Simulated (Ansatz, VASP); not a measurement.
# Two plane-wave programs on TaN

```
CELL_PARAMETERS angstrom
5.19284 0.00000 0.00000
-2.59642 4.49713 0.00000
0.00000 0.00000 2.90430
ATOMIC_POSITIONS crystal
Ta 0.33333 0.66667 0.50000
Ta 0.66667 0.33333 0.50000
Ta 0.00000 0.00000 0.00000
N 0.39251 0.00000 0.00000
N 0.60749 0.60749 0.00000
N 0.00000 0.39251 0.00000
```

Alike in both runs: functional r2SCAN; dispersion D4; k mesh 6 × 6 × 9; occupations fermi-dirac, width 0.15 eV; no spin polarisation.

Ansatz relaxed the structure, and its values are those at the end. VASP's run is a single point on that final structure, the one shown.

|  | VASP | Ansatz |
| --- | --- | --- |
| version | VASP 6.6.1 | Ansatz 0.2.0 |
| potentials or method | VASP PAW PBE potentials, release 64 (Ta_pv, N) | plane waves, PAW |
| plane-wave cutoff (eV) | 520 | 500 |
| valence electrons in the cell | 48 | 54 |

|  | VASP | Ansatz | Ansatz less VASP |
| --- | --- | --- | --- |
| pressure (GPa) | 1.6 | 0.0 | -1.61 |

VASP's potentials were made for PBE, not for r2SCAN. VASP's potentials hold 48 valence electrons a cell and Ansatz's 54, so a difference there can come from the potentials and not from the codes.

Neither program's run includes spin-orbit coupling.
